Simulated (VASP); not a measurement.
# WSe2: single point with PBE+D3(BJ)

WSe2, a slab with vacuum:

```
Se W
1.0
     3.28549    0.00000    0.00000
    -1.64275    2.84532    0.00000
     0.00000    0.00000   24.23865
Se W
4 2
Direct
  0.33333 0.66667 0.18565
  0.33333 0.66667 0.32466
  0.55556 0.44444 0.49010
  0.55556 0.44444 0.62910
  0.66667 0.33333 0.25516
  0.88889 0.11111 0.55960
```

* Program: VASP 6.6.1
* Task: single point
* Functional: PBE
* Dispersion: D3(BJ)
* Potentials or basis: VASP PAW PBE potentials, release 64 (Se, W_sv)
* Cutoff: 520 eV
* k mesh: 9 × 9 × 1
* Occupations: gaussian, width 0.05 eV
* Spin: no spin polarisation

- Largest force: 0.133 eV/Å
- Band gap on the k mesh: 1.60 eV, indirect (least direct gap 1.66 eV)
- Dispersion energy per atom: -0.373 eV

Forces on the atoms (eV/Å):
```
Se   0.000  0.000 -0.040
Se  -0.006  0.004  0.133
Se   0.006 -0.003 -0.132
Se   0.000  0.000  0.041
W   -0.002  0.001  0.031
W    0.002 -0.001 -0.032
```

Levels at points of the mesh, in eV from the valence-band top:
```
           k point  band 22  band 23  band 24  band 25  band 26  band 27  band 28  band 29  band 30  band 31
(0.00, 0.00, 0.00)    -1.18    -1.17    -1.17    -0.55    -0.24     2.98     2.98     2.99     2.99     3.13
```

Run time: 3 min on 1 thread of Intel(R) Xeon(R) Platinum 8559C (Emerald Rapids), with other jobs on the host, peak memory 0.41 GiB.

Caveat: spin-orbit coupling is left out, which moves the levels of the heavy elements.
